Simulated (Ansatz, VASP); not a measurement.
## One calculation of Ni, two programs

INCAR

```
SYSTEM = Ni
  PREC = Accurate
  ENCUT = 520
  EDIFF = 1E-6
  ISMEAR = -1
  SIGMA = 0.1
  LREAL = .FALSE.
  LASPH = .TRUE.
  NELM = 150
  ALGO = Normal
  ISIF = 2
  LWAVE = .FALSE.
  LCHARG = .FALSE.
  ISPIN = 2
  MAGMOM = 1 1 1
  LORBIT = 11
  LMAXMIX = 4
  GGA = CA
  NBANDS = 26
```

KPOINTS

```
regular mesh
0
G
  15 15 6
  0 0 0
```

The input POSCAR:

```
Ni
1.0
    0.0000000000      1.7124962518     -1.7124962518
   -1.7124962518      0.0000000000      1.7124962518
    3.4249925035      3.4249925035      3.4249925035
Ni
3
Direct
    0.0000000000      0.0000000000      0.0000000000
    0.3333333330      0.6666666670      0.3333333330
    0.6666666670      0.3333333330      0.6666666670
```

Input for Ansatz:

```yaml
crystal:
  lattice:
    - [0.0, 1.7124962518, -1.7124962518]
    - [-1.7124962518, 0.0, 1.7124962518]
    - [3.4249925035, 3.4249925035, 3.4249925035]
  atoms:
    - { symbol: Ni, position: [0.0, 0.0, 0.0], spin: 1.0 }
    - { symbol: Ni, position: [0.333333333, 0.666666667, 0.333333333], spin: 1.0 }
    - { symbol: Ni, position: [0.666666667, 0.333333333, 0.666666667], spin: 1.0 }
magnetization:
  spin_polarized: true
kpoints:
  mp_grid: { grid: [15, 15, 6] }
scf:
  occupations: { method: fermi_dirac, width: 0.1 }
hamiltonian:
  xc: lda
  pseudopotentials: { kind: all_electron, lapw: { basis_error: 0.001 } }
output:
  forces: true
  stress: true
  eigenvalues: true
```

Alike in both runs: task single point; functional LDA; k mesh 15 × 15 × 6; occupations fermi-dirac, width 0.1 eV; collinear spin.

|  | VASP | Ansatz |
| --- | --- | --- |
| version | VASP 6.6.1 | Ansatz 0.2.0 |
| potentials or method | VASP PAW LDA potentials, release 64 (Ni), cutoff 520 eV | all-electron LAPW, scalar-relativistic |

```tsv
	VASP	Ansatz	Ansatz less VASP
pressure (GPa)	-0.1	0.0	+0.05
traceless stress, the component that is largest in VASP (GPa)	-0.05	-0.07	-0.014
net moment per atom (μB)	0.55	0.58	+0.029
size of the moment on the site where the two differ most (μB)	0.55	0.60	+0.046
```

LDA's correlation is that of Perdew and Zunger in VASP and of Perdew and Wang (1992) in Ansatz. Site moments also hang on the region over which each program counts them. Ansatz ran all-electron here, and VASP with PAW potentials.
